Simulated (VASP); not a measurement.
# SiMo3 in VASP: single point with PBEsol

Aim: the single point of SiMo3 with PBEsol.

All numbers are computed with VASP 6.6.1; they aren't measurements. Logs are shortened: lines on timing, memory, paths and dates and some standing lists are left out, and cuts for length are marked.

## (1) The cell of the first run

The cell holds a slab with vacuum, 24 atoms: a = 4.862 Å, b = 4.862 Å, c = 28.369 Å, α = 90.00°, β = 90.00°, γ = 90.00°.

## (2) Single point, PBEsol

The input, INCAR:

```
SYSTEM = SiMo3
ALGO = Normal ; DIPOL = 0.5 0.5 0.511
EDIFF = 1E-6 ; ENCUT = 520
GGA = PS ; IDIPOL = 3
ISIF = 2 ; ISMEAR = 0
KPAR = 4 ; LASPH = .True.
LCHARG = .False. ; LDIPOL = .True.
LREAL = Auto ; LWAVE = .False.
NBANDS = 156 ; NELM = 100
PREC = Accurate ; SIGMA = 0.1
```

The input, KPOINTS:

```
k-points
0
Gamma
  7 7 1
  0 0 0
```

The input, POSCAR:

```
SiMo3
1.0
    4.8615851671      0.0000000000      0.0000000000
    0.0000000000      4.8615851671      0.0000000000
    0.0000000000      0.0000000000     28.3693592096
Mo Si
18 6
Direct
    0.0000000000      0.5000000000      0.2704357456
    0.2508681818      0.0000000000      0.3096435525
    0.7491318182      0.0000000000      0.3096435525
    0.0000000000      0.5000000000      0.3510159783
    0.5000000000      0.2506973694      0.3927311875
    0.5000000000      0.7493026306      0.3927311875
    0.0000000000      0.5000000000      0.4378055340
    0.2496961659      0.0000000000      0.4788895007
    0.7503038341      0.0000000000      0.4788895007
    0.0000000000      0.5000000000      0.5226329889
    0.5000000000      0.2506617160      0.5636159044
    0.5000000000      0.7493382840      0.5636159044
    0.0000000000      0.5000000000      0.6108835085
    0.2488864417      0.0000000000      0.6482687061
    0.7511135583      0.0000000000      0.6482687061
    0.0000000000      0.5000000000      0.6996993211
    0.5000000000      0.2454110762      0.7286630994
    0.5000000000      0.7545889238      0.7286630994
    0.5000000000      0.5000000000      0.3032235568
    0.0000000000      0.0000000000      0.3932952565
    0.5000000000      0.5000000000      0.4783336658
    0.0000000000      0.0000000000      0.5642889355
    0.5000000000      0.5000000000      0.6487642243
    0.0000000000      0.0000000000      0.7330485805
```

Potentials or basis: VASP PAW PBE potentials, release 64 (Mo_sv, Si).

Run with:

```console
cat potpaw_PBE.64/Mo_sv/POTCAR potpaw_PBE.64/Si/POTCAR > POTCAR
mpirun -np 4 vasp_std > vasp.out
```

OUTCAR:

```text
SYSTEM = SiMo3
   EDIFF = 1E-6
   ENCUT = 520
   GGA = PS
   ISIF = 2
   ISMEAR = 0
   LASPH = .True.
   LREAL = Auto
   NELM = 100
   PREC = Accurate

 ion  position               nearest neighbor table
   1  0.000  0.500  0.270-   4 2.29  19 2.60  19 2.60   3 2.94   2 2.94   3 2.94   2 2.94
   2  0.251  0.000  0.310-   3 2.42   3 2.44  20 2.67  19 2.72  19 2.72   5 2.92   6 2.92   1 2.94
                             1 2.94   4 2.96   4 2.96
   3  0.749  0.000  0.310-   2 2.42   2 2.44  20 2.67  19 2.72  19 2.72   6 2.92   5 2.92   1 2.94
                             1 2.94   4 2.96   4 2.96
   4  0.000  0.500  0.351-   1 2.29   7 2.46  20 2.71  20 2.71  19 2.78  19 2.78   2 2.96   3 2.96
                             3 2.96   2 2.96   6 2.96   5 2.96   6 2.96   5 2.96
   5  0.500  0.251  0.393-   6 2.42   6 2.44  21 2.71  20 2.72  20 2.72  19 2.81   2 2.92   3 2.92
                             4 2.96   4 2.96   8 2.99   9 2.99   7 3.00   7 3.00
   6  0.500  0.749  0.393-   5 2.42   5 2.44  21 2.71  20 2.72  20 2.72  19 2.81   3 2.92   2 2.92
                             4 2.96   4 2.96   9 2.99   8 2.99   7 3.00   7 3.00
   7  0.000  0.500  0.438-  10 2.41   4 2.46  21 2.69  21 2.69  20 2.74  20 2.74   8 2.96   9 2.96
                             9 2.96   8 2.96   6 3.00   5 3.00   6 3.00   5 3.00
   8  0.250  0.000  0.479-   9 2.43   9 2.43  22 2.71  20 2.71  21 2.72  21 2.72   7 2.96   7 2.96
                            12 2.96  11 2.96  10 2.99  10 2.99   6 2.99   5 2.99
   9  0.750  0.000  0.479-   8 2.43   8 2.43  22 2.71  20 2.71  21 2.72  21 2.72   7 2.96   7 2.96
                            11 2.96  12 2.96  10 2.99  10 2.99   5 2.99   6 2.99
  10  0.000  0.500  0.523-   7 2.41  13 2.50  22 2.70  22 2.70  21 2.74  21 2.74  12 2.95  11 2.95
                            12 2.95  11 2.95   9 2.99   8 2.99   8 2.99   9 2.99
  11  0.500  0.251  0.564-  12 2.42  12 2.44  23 2.70  21 2.71  22 2.72  22 2.72  10 2.95  10 2.95
                            14 2.96  15 2.96   8 2.96   9 2.96  13 3.03  13 3.03
  12  0.500  0.749  0.564-  11 2.42  11 2.44  23 2.70  21 2.71  22 2.72  22 2.72  10 2.95  10 2.95
                            15 2.96  14 2.96   9 2.96   8 2.96  13 3.03  13 3.03
  13  0.000  0.500  0.611-  10 2.50  16 2.52  23 2.66  23 2.66  22 2.77  22 2.77  14 2.92  15 2.92
                            15 2.92  14 2.92  12 3.03  11 3.03  12 3.03  11 3.03
  14  0.249  0.000  0.648-  15 2.42  15 2.44  22 2.67  24 2.69  23 2.72  23 2.72  17 2.85  18 2.85
                            13 2.92  13 2.92  12 2.96  11 2.96  16 3.08  16 3.08
  15  0.751  0.000  0.648-  14 2.42  14 2.44  22 2.67  24 2.69  23 2.72  23 2.72  18 2.85  17 2.85
                            13 2.92  13 2.92  11 2.96  12 2.96  16 3.08  16 3.08
  16  0.000  0.500  0.700-  13 2.52  24 2.61  24 2.61  23 2.83  23 2.83  17 2.85  17 2.85  18 2.85
                            18 2.85  14 3.08  15 3.08  14 3.08  15 3.08
  17  0.500  0.245  0.729-  18 2.39  18 2.48  23 2.58  24 2.71  24 2.71  14 2.85  15 2.85  16 2.85
                            16 2.85
  18  0.500  0.755  0.729-  17 2.39  17 2.48  23 2.58  24 2.71  24 2.71  15 2.85  14 2.85  16 2.85
                            16 2.85
  19  0.500  0.500  0.303-   1 2.60   1 2.60   3 2.72   2 2.72   3 2.72   2 2.72   4 2.78   4 2.78
                             5 2.81   6 2.81
  20  0.000  0.000  0.393-   2 2.67   3 2.67   4 2.71   4 2.71   9 2.71   8 2.71   6 2.72   5 2.72
                             5 2.72   6 2.72   7 2.74   7 2.74
  21  0.500  0.500  0.478-   7 2.69   7 2.69  12 2.71  11 2.71   5 2.71   6 2.71   9 2.72   8 2.72
                             9 2.72   8 2.72  10 2.74  10 2.74
  22  0.000  0.000  0.564-  14 2.67  15 2.67  10 2.70  10 2.70   8 2.71   9 2.71  12 2.72  11 2.72
[... 211 lines left out ...]
 maximum number of plane-waves:     18082
   NGX = 19   NGY = 19   NGZ =105

 dipolmoment           0.000000      0.000000     -0.031532 electrons x Angstroem

 number of electron     276.0000008 magnetization

 dipolmoment           0.000000      0.000000      0.074792 electrons x Angstroem

 Free energy of the ion-electron system (eV)
  ---------------------------------------------------
  ext. energy  EPLUGINS =         0.00000000
  ---------------------------------------------------
  free energy    TOTEN  =      -246.76347305 eV

  energy without entropy =     -246.69651822  energy(sigma->0) =     -246.72999563

 E-fermi :   4.4921     XC(G=0):  -7.5899

 val. band max:        4.4886955608   @ k =  -0.1429   0.4286   0.0000
 cond. band min:       4.4961649566   @ k =   0.0000   0.1429   0.0000
 fundamental gap:      0.0074693958
 Fermi energy:         4.4921476285

 k-point     1 :       0.0000    0.0000    0.0000
  band No.  band energies     occupation
      1     -56.6554      2.00000
      2     -56.6178      2.00000
      3     -56.5663      2.00000
      4     -56.5294      2.00000
      5     -56.5240      2.00000
      6     -56.4663      2.00000
[... 2437 lines left out ...]
    149       5.0842      0.00000
    150       5.4924      0.00000
 [bands above 150 left out]

------------------------ aborting loop because EDIFF is reached ----------------------------------------

 vacuum level on the upper side and lower side of the slab       (xc-potential included)         0.129        -0.474

  FORCE on cell =-STRESS in cart. coord.  units (eV):
  Direction    XX          YY          ZZ          XY          YZ          ZX
  --------------------------------------------------------------------------------------
  -------------------------------------------------------------------------------------
  Total       -3.9400157     -9.2589682      1.0912110      0.0000000      0.0000000      0.0000000
  in kB       -9.4146290    -22.1242140      2.6074381      0.0000000      0.0000000      0.0000000
  external PRESSURE =      -9.6438016 kB  Pullay stress =       0.0000000 kB

 VOLUME and BASIS-vectors are now :
 -----------------------------------------------------------------------------
  energy-cutoff  :      520.00
  volume of cell :      670.51
      direct lattice vectors                 reciprocal lattice vectors
     4.861585167  0.000000000  0.000000000     0.205694226  0.000000000  0.000000000
     0.000000000  4.861585167  0.000000000     0.000000000  0.205694226  0.000000000
     0.000000000  0.000000000 28.369359210     0.000000000  0.000000000  0.035249298

 POSITION                                       TOTAL-FORCE (eV/Angst)
 -----------------------------------------------------------------------------------
      0.00000      2.43079      7.67209         0.000000      0.000000     -0.132966
      1.21962      0.00000      8.78439        -0.011095      0.000000     -0.015635
      3.64197      0.00000      8.78439         0.011095      0.000000     -0.015635
      0.00000      2.43079      9.95810         0.000000      0.000000      0.091981
      2.43079      1.21879     11.14153         0.000000     -0.003303      0.002011
      2.43079      3.64280     11.14153         0.000000      0.003303      0.002011
[... 16 lines left out ...]
      2.43079      2.43079     18.40503         0.000000      0.000000     -0.002704
      0.00000      0.00000     20.79612         0.000000      0.000000      0.020995
 -----------------------------------------------------------------------------------
    total drift:                                0.000000      0.000000     -0.006344

  FREE ENERGIE OF THE ION-ELECTRON SYSTEM (eV)
  ---------------------------------------------------
  free  energy   TOTEN  =      -246.7634730539 eV

  energy  without entropy=     -246.6965182159  energy(sigma->0) =     -246.72999563

 vacuum level on the upper side and lower side of the slab         9.016         8.411
```

OSZICAR:

```text
N       E                     dE             d eps       ncg     rms          rms(c)
DAV:   1     0.320718820660E+04    0.32072E+04   -0.17299E+05  6048   0.168E+03
DAV:   2    -0.992532735787E+02   -0.33064E+04   -0.32459E+04  5528   0.503E+02
DAV:   3    -0.256599718623E+03   -0.15735E+03   -0.15271E+03  6864   0.903E+01
[... 36 lines left out ...]
DAV:  40    -0.246763459659E+03   -0.11851E-04   -0.30632E-06  4208   0.411E-03    0.105E-02
DAV:  41    -0.246763465294E+03   -0.56349E-05   -0.18084E-06  3512   0.311E-03    0.802E-03
DAV:  42    -0.246763470177E+03   -0.48824E-05   -0.44042E-06  3944   0.479E-03    0.587E-03
DAV:  43    -0.246763472323E+03   -0.21460E-05   -0.81853E-07  3272   0.265E-03    0.612E-03
DAV:  44    -0.246763473054E+03   -0.73110E-06   -0.48007E-07  3120   0.196E-03
   1 F= -.24676347E+03 E0= -.24673000E+03  d E =-.669548E-01
```

stdout:

```text
POSCAR found type information on POSCAR MoSi
 POSCAR found :  2 types and      24 ions
 scaLAPACK will be used
 -----------------------------------------------------------------------------
|                                                                             |
|                                                                             |
|     You enforced a specific xc type in the INCAR file but a different       |
|     I HOPE YOU KNOW WHAT YOU ARE DOING!                                     |
|                                                                             |
 -----------------------------------------------------------------------------

 LDA part: xc-table for (Slater+PW92), standard interpolation
 POSCAR, INCAR and KPOINTS ok, starting setup
 FFT: planning ... GRIDC
 FFT: planning ... GRID_SOFT
 FFT: planning ... GRID
 WAVECAR not read
 entering main loop
```

It took 26 min on 4 MPI ranks of Intel Xeon Platinum 8259CL at 2.50GHz (Skylake/Cascade Lake), shared host; peak memory 1.3 GiB.

What came out:

* Free energy: -246.7635 eV
* Largest force: 0.133 eV/Å
* Band gap on the k mesh: zero (bands 138 and 139 overlap by 1.54 eV)

Forces in eV/Å, atoms in the order of the input:
```
Mo   0.000  0.000 -0.133
Mo  -0.011  0.000 -0.016
Mo   0.011  0.000 -0.016
Mo   0.000  0.000  0.092
Mo   0.000 -0.003  0.002
Mo   0.000  0.003  0.002
Mo   0.000  0.000 -0.033
Mo  -0.001  0.000  0.003
Mo   0.001  0.000  0.003
Mo   0.000  0.000  0.030
Mo   0.000  0.000  0.001
Mo   0.000  0.000  0.001
Mo   0.000  0.000 -0.004
Mo  -0.005  0.000 -0.001
Mo   0.005  0.000 -0.001
Mo   0.000  0.000  0.013
Mo   0.000  0.029  0.023
Mo   0.000 -0.029  0.023
Si   0.000  0.000 -0.004
Si   0.000  0.000  0.001
Si   0.000  0.000 -0.002
Si   0.000  0.000  0.000
Si   0.000  0.000 -0.003
Si   0.000  0.000  0.021
```

Levels at points of the mesh, in eV from the Fermi level:
```tsv
k point	band 133	band 134	band 135	band 136	band 137	band 138	band 139	band 140	band 141	band 142
(0.00, 0.00, 0.00)	-0.71	-0.08	0.14	0.81	0.91	0.98	1.07	1.12	1.13	1.20
```

Caveat: the PAW data sets were made with another functional, which shifts forces and pressure a little.
